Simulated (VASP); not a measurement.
# SiGe (P6_3mc) in VASP: further runs

Runs on SiGe. Level: PBEsol. Tasks: single point.

Program: VASP 6.6.1. These are calculated values, not measurements. Logs are shortened: lines on timing, memory, paths and dates and some standing lists are left out, and cuts for length are marked.

## (1) The cell of the first run

It takes space group P6_3mc (No. 186, hexagonal). The conventional cell has a = 3.793 Å, b = 3.793 Å, c = 6.277 Å, α = 90.00°, β = 90.00°, γ = 120.00°. Si (site symmetry 3m) has 4 Ge at 2.33 to 2.34 Å within 3.1 Å. Ge (site symmetry 3m) has 4 Si at 2.33 to 2.34 Å within 3.1 Å.

## (2) Single point, PBEsol

Input file INCAR:

```
SYSTEM = SiGe
PREC = Accurate
ENCUT = 520
EDIFF = 1E-6
ISMEAR = 0
SIGMA = 0.01
LREAL = .FALSE.
LASPH = .TRUE.
NELM = 100
ALGO = Normal
ISIF = 2
LWAVE = .FALSE.
LCHARG = .FALSE.
GGA = PS
NBANDS = 26
```

Input file KPOINTS:

```
Automatic mesh
0
G
  12 12 6
  0 0 0
```

Input file POSCAR:

```
SiGe
1.0
    3.7928978936      0.0000000000      0.0000000000
   -1.8964489468      3.2847459298      0.0000000000
    0.0000000000      0.0000000000      6.2768381242
Si Ge
2 2
Direct
    0.6666666667      0.3333333333      0.8741912264
    0.3333333333      0.6666666667      0.3741912264
    0.6666666667      0.3333333333      0.5008077736
    0.3333333333      0.6666666667      0.0008077736
```

Potentials or basis: VASP PAW PBE potentials, release 64 (Si, Ge_d).

Run with:

```sh
cat potpaw_PBE.64/Si/POTCAR potpaw_PBE.64/Ge_d/POTCAR > POTCAR
mpirun -np 1 vasp_std > vasp.out
```

OUTCAR:

```text
SYSTEM = SiGe
   PREC = Accurate
   ENCUT = 520
   EDIFF = 1E-6
   ISMEAR = 0
   LREAL = .FALSE.
   LASPH = .TRUE.
   NELM = 100
   ISIF = 2
   GGA = PS

 ion  position               nearest neighbor table
   1  0.667  0.333  0.874-   4 2.33   4 2.33   4 2.33   3 2.34
   2  0.333  0.667  0.374-   3 2.33   3 2.33   3 2.33   4 2.34
   3  0.667  0.333  0.501-   2 2.33   2 2.33   2 2.33   1 2.34
   4  0.333  0.667  0.001-   1 2.33   1 2.33   1 2.33   2 2.34

  LATTYP: Found a hexagonal cell.
 ALAT       =     3.7928978936
 C/A-ratio  =     1.6548924596

  Lattice vectors:

 A1 = (   3.7928978936,   0.0000000000,   0.0000000000)
 A2 = (  -1.8964489468,   3.2847459298,   0.0000000000)
 A3 = (   0.0000000000,   0.0000000000,   6.2768381242)

Analysis of symmetry for initial positions (statically):
=====================================================================
 Subroutine PRICEL returns:
 Original cell was already a primitive cell.

 Routine SETGRP: Setting up the symmetry group for a
 hexagonal supercell.

 Subroutine GETGRP returns: Found 12 space group operations
 (whereof  6 operations were pure point group operations)
 out of a pool of 24 trial point group operations.

The static configuration has the point symmetry C_3v.
 The point group associated with its full space group is C_6v.

Analysis of symmetry for dynamics (positions and initial velocities):
=====================================================================
 Subroutine PRICEL returns:
 Original cell was already a primitive cell.

 Routine SETGRP: Setting up the symmetry group for a
 hexagonal supercell.

 Subroutine GETGRP returns: Found 12 space group operations
 (whereof  6 operations were pure point group operations)
 out of a pool of 24 trial point group operations.

The dynamic configuration has the point symmetry C_3v.
 The point group associated with its full space group is C_6v.

 Subroutine INISYM returns: Found 12 space group operations
 (whereof  6 operations are pure point group operations),
 and found     1 'primitive' translations

----------------------------------------------------------------------------------------

                                     Primitive cell

  volume of cell :      78.2013

  direct lattice vectors                    reciprocal lattice vectors
     3.792897894  0.000000000  0.000000000     0.263650651  0.152218775  0.000000000
    -1.896448947  3.284745930  0.000000000     0.000000000  0.304437549  0.000000000
     0.000000000  0.000000000  6.276838124     0.000000000  0.000000000  0.159315882

  length of vectors
     3.792897894  3.792897894  6.276838124     0.304437549  0.304437549  0.159315882

  position of ions in fractional coordinates (direct lattice)
     0.666666667  0.333333333  0.874191226
     0.333333333  0.666666667  0.374191226
     0.666666667  0.333333333  0.500807774
     0.333333333  0.666666667  0.000807774

  ion indices of the primitive-cell ions
   primitive index   ion index
                 1           1
                 2           2
                 3           3
                 4           4

----------------------------------------------------------------------------------------

 KPOINTS: Automatic mesh

Automatic generation of k-mesh.
 Grid dimensions read from file:
 generate k-points for:   12   12    6

 Generating k-lattice:

  Cartesian coordinates                     Fractional coordinates (reciprocal lattice)
     0.021970888  0.012684898  0.000000000     0.083333333  0.000000000  0.000000000
     0.000000000  0.025369796  0.000000000     0.000000000  0.083333333  0.000000000
     0.000000000  0.000000000  0.026552647     0.000000000  0.000000000  0.166666667

  Length of vectors
     0.025369796  0.025369796  0.026552647

  Shift w.r.t. Gamma in fractional coordinates (k-lattice)
     0.000000000  0.000000000  0.000000000

 Subroutine IBZKPT returns following result:
 ===========================================

 Found     76 irreducible k-points:

 Following reciprocal coordinates:
            Coordinates               Weight
  0.000000  0.000000  0.000000      1.000000
  0.083333  0.000000  0.000000      6.000000
  0.166667  0.000000  0.000000      6.000000
  0.250000  0.000000  0.000000      6.000000
  0.333333  0.000000  0.000000      6.000000
  0.416667  0.000000  0.000000      6.000000
[... 16 lines left out ...]
  0.250000  0.000000  0.166667     12.000000
  0.333333  0.000000  0.166667     12.000000
 [... further k-points ...]
   k-points           NKPTS =     76   k-points in BZ     NKDIM =     76   number of bands    NBANDS=     26
   number of dos      NEDOS =    301   number of ions     NIONS =      4
   total plane-waves  NPLWV =  37632
   dimension x,y,z NGX =    28 NGY =   28 NGZ =   48
   dimension x,y,z NGXF=    56 NGYF=   56 NGZF=   96
   ions per type =               2   2
   NGX,Y,Z   is equivalent  to a cutoff of  12.27, 12.27, 12.71 a.u.
   NGXF,Y,Z  is equivalent  to a cutoff of  24.55, 24.55, 25.43 a.u.
 SYSTEM =  SiGe
   PREC   = accura    normal or accurate (medium, high low for compatibility)
   ISTART =      0    job   : 0-new  1-cont  2-samecut
   ICHARG =      2    charge: 1-file 2-atom 10-const
   ISPIN  =      1    spin polarized calculation?
   LNONCOLLINEAR =      F non collinear calculations
   LSORBIT =      F    spin-orbit coupling
   LASPH  =      T    aspherical Exc in radial PAW
   ENCUT  =  520.0 eV  38.22 Ry    6.18 a.u.   7.05  7.05 11.67*2*pi/ulx,y,z
   NELM   =    100;   NELMIN=  2; NELMDL= -5     # of ELM steps
   EDIFF  = 0.1E-05   stopping-criterion for ELM
   LREAL  =      F    real-space projection
   EDIFFG = 0.1E-04   stopping-criterion for IOM
   NSW    =      0    number of steps for IOM
   IBRION =     -1    ionic relax: 0-MD 1-quasi-New 2-CG
   NFREE  =      0    steps in history (QN), initial steepest desc. (CG)
   ISIF   =      2    stress and relaxation
   ISYM   =      2    0-nonsym 1-usesym 2-fastsym
   POTIM  = 0.5000    time-step for ionic-motion
   TEBEG  =    0.0;   TEEND  =   0.0 temperature during run
   PSTRESS=    0.0 pullay stress
   NELECT =      36.0000    total number of electrons
   NUPDOWN=      -1.0000    fix difference up-down
   EMIN   =  10.00;   EMAX   =-10.00  energy-range for DOS
   EFERMI =   0.00;   METHOD = LEGACY
   ISMEAR =     0;   SIGMA  =   0.01  broadening in eV -4-tet -1-fermi 0-gaus
   EFERMI_NEDOS =   21; number of points for ismear=-14 and -15
   IALGO  =     38    algorithm
   IMIX   =      4    mixing-type and parameters
     AMIX     =   0.40;   BMIX     =  1.00
     AMIX_MAG =   1.60;   BMIX_MAG =  1.00
  volume/ion in A,a.u.               =      19.55       131.93
  Fermi-wavevector in a.u.,A,eV,Ry     =   1.264070  2.388745 21.740373  1.597872
  Thomas-Fermi vector in A             =   2.397394
   LORBIT       =      0    0 simple, 1 ext, 2 COOP (PROOUT), +10 PAW based schemes
   GGA     = PS    functional components
   LHFCALC =     F    Hartree Fock is set to
   AEXX    =    0.0000 exact exchange contribution
   IVDW    =     0    specifies the selected vdW correction
   LEPSILON=     F    determine dielectric tensor
   LRPA    =     F    only Hartree local field effects (RPA)
 non-spin polarized calculation
 Gauss-broadening in eV      SIGMA  =   0.01
  energy-cutoff  :      520.00
  volume of cell :       78.20
 maximum number of plane-waves:      2120
   NGX = 15   NGY = 15   NGZ = 23

 number of electron      36.0000029 magnetization

 Free energy of the ion-electron system (eV)
  ---------------------------------------------------
  ext. energy  EPLUGINS =         0.00000000
  ---------------------------------------------------
  free energy    TOTEN  =       -21.10625411 eV

  energy without entropy =      -21.10625411  energy(sigma->0) =      -21.10625411

 E-fermi :   6.5769     XC(G=0): -10.2417

 val. band max:        6.4557100240   @ k =   0.0000   0.0000   0.0000
 cond. band min:       6.6560013344   @ k =   0.5000   0.0000   0.0000
 fundamental gap:      0.2002913104
 Fermi energy:         6.5768804004

 k-point     1 :       0.0000    0.0000    0.0000
  band No.  band energies     occupation
      1     -18.1860      2.00000
      2     -18.1859      2.00000
      3     -18.1816      2.00000
      4     -18.1816      2.00000
      5     -18.1778      2.00000
      6     -18.1778      2.00000
[... 18 lines left out ...]
     25      10.8280      0.00000
     26      12.9643      0.00000

 k-point     2 :       0.0833    0.0000    0.0000
  band No.  band energies     occupation
      1     -18.1861      2.00000
      2     -18.1853      2.00000
      3     -18.1818      2.00000
      4     -18.1811      2.00000
      5     -18.1775      2.00000
      6     -18.1771      2.00000
[... 18 lines left out ...]
     25      11.1708      0.00000
     26      12.2881      0.00000

 k-point     3 :       0.1667    0.0000    0.0000
  band No.  band energies     occupation
      1     -18.1868      2.00000
      2     -18.1840      2.00000
      3     -18.1821      2.00000
      4     -18.1797      2.00000
      5     -18.1764      2.00000
      6     -18.1754      2.00000
[... 18 lines left out ...]
     25      12.0565      0.00000
     26      12.0996      0.00000

 k-point     4 :       0.2500    0.0000    0.0000
  band No.  band energies     occupation
      1     -18.1882      2.00000
      2     -18.1834      2.00000
      3     -18.1816      2.00000
      4     -18.1780      2.00000
      5     -18.1744      2.00000
      6     -18.1731      2.00000
[... 18 lines left out ...]
     25      13.0276      0.00000
     26      13.1495      0.00000
[... 496 lines left out ...]
      1     -18.1867      2.00000
      2     -18.1847      2.00000
      3     -18.1814      2.00000
      4     -18.1794      2.00000
      5     -18.1766      2.00000
      6     -18.1757      2.00000
[... 18 lines left out ...]
     25      11.8768      0.00000
     26      12.0283      0.00000

 k-point    23 :       0.2500    0.0000    0.1667
  band No.  band energies     occupation
      1     -18.1881      2.00000
      2     -18.1845      2.00000
      3     -18.1804      2.00000
      4     -18.1776      2.00000
      5     -18.1747      2.00000
      6     -18.1734      2.00000
[... 18 lines left out ...]
     25      12.9631      0.00000
     26      13.0883      0.00000

 k-point    24 :       0.3333    0.0000    0.1667
  band No.  band energies     occupation
      1     -18.1896      2.00000
      2     -18.1852      2.00000
      3     -18.1788      2.00000
      4     -18.1762      2.00000
      5     -18.1726      2.00000
      6     -18.1712      2.00000
[... 18 lines left out ...]
     25      13.8116      0.00000
     26      14.1329      0.00000

 [... further k-points ...]

------------------------ aborting loop because EDIFF is reached ----------------------------------------

  FORCE on cell =-STRESS in cart. coord.  units (eV):
  Direction    XX          YY          ZZ          XY          YZ          ZX
  --------------------------------------------------------------------------------------
  -------------------------------------------------------------------------------------
  Total        3.8934903      3.8934903      3.8922536      0.0000000      0.0000000     -0.0000000
  in kB       79.7693058     79.7693058     79.7439696      0.0000000      0.0000000     -0.0000000
  external PRESSURE =      79.7608604 kB  Pullay stress =       0.0000000 kB

 VOLUME and BASIS-vectors are now :
 -----------------------------------------------------------------------------
  energy-cutoff  :      520.00
  volume of cell :       78.20
      direct lattice vectors                 reciprocal lattice vectors
     3.792897894  0.000000000  0.000000000     0.263650651  0.152218775  0.000000000
    -1.896448947  3.284745930  0.000000000     0.000000000  0.304437549  0.000000000
     0.000000000  0.000000000  6.276838124     0.000000000  0.000000000  0.159315882

 POSITION                                       TOTAL-FORCE (eV/Angst)
 -----------------------------------------------------------------------------------
      1.89645      1.09492      5.48716         0.000000      0.000000      0.000970
     -0.00000      2.18983      2.34874         0.000000      0.000000      0.000970
      1.89645      1.09492      3.14349        -0.000000      0.000000     -0.000970
     -0.00000      2.18983      0.00507         0.000000     -0.000000     -0.000970
 -----------------------------------------------------------------------------------
    total drift:                               -0.000000     -0.000001     -0.002142

  FREE ENERGIE OF THE ION-ELECTRON SYSTEM (eV)
  ---------------------------------------------------
  free  energy   TOTEN  =       -21.1062541126 eV

  energy  without entropy=      -21.1062541126  energy(sigma->0) =      -21.10625411
```

Wall time 79 s (1 thread of Intel Xeon Platinum 8259CL at 2.50GHz (Skylake/Cascade Lake), shared host); peak memory 0.27 GiB.

What came out:

| Item | Value |
| --- | --- |
| Free energy | -21.1063 eV |
| Pressure | 8.0 GPa |
| Band gap on the k mesh | 0.20 eV (least direct gap 0.65 eV) |

Caveat: the cell stands under pressure; the PAW data sets were made with another functional, which shifts forces and pressure a little.

(Continued in part 2 of 2.)
